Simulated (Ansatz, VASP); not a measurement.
# One calculation of IrRh2, two programs

```
Ir Rh
1.0
     2.75285    0.00000    0.00000
    -1.37642    2.38404    0.00000
     0.00000    0.00000   13.05872
Ir Rh
2 4
Direct
  0.33333 0.66667 0.41668
  0.66667 0.33333 0.58332
  0.33333 0.66667 0.75042
  0.33333 0.66667 0.08250
  0.66667 0.33333 0.91750
  0.66667 0.33333 0.24958
```

Alike in both runs: task relaxation of cell and atoms; functional PBE; k mesh 18 × 18 × 4; occupations gaussian, width 0.1 eV; no spin polarisation.

|  | VASP | Ansatz |
| --- | --- | --- |
| version | VASP 6.6.1 | Ansatz 0.2.0 |
| potentials or method | VASP PAW PBE potentials, release 64 (Ir, Rh_pv), cutoff 500 eV | scalar-relativistic, plane waves, PAW |
| valence electrons in the cell | 78 | 102 |

|  | VASP | Ansatz | Ansatz less VASP |
| --- | --- | --- | --- |
| gap on the k mesh at the Fermi level, each at its own relaxed structure (eV) | none | none | - |
| relaxed volume (Å³/atom) | 14.27 | 14.26 | -0.009 |
| relaxed length of the cell vector where the two differ most in proportion (Å) | 13.226 | 13.220 | -0.0057 |

A gap of «none» marks a metal or a gap that the smearing closes. VASP's potentials hold 78 valence electrons a cell and Ansatz's 102, so a difference there can come from the potentials and not from the codes.

Neither program's run includes spin-orbit coupling.
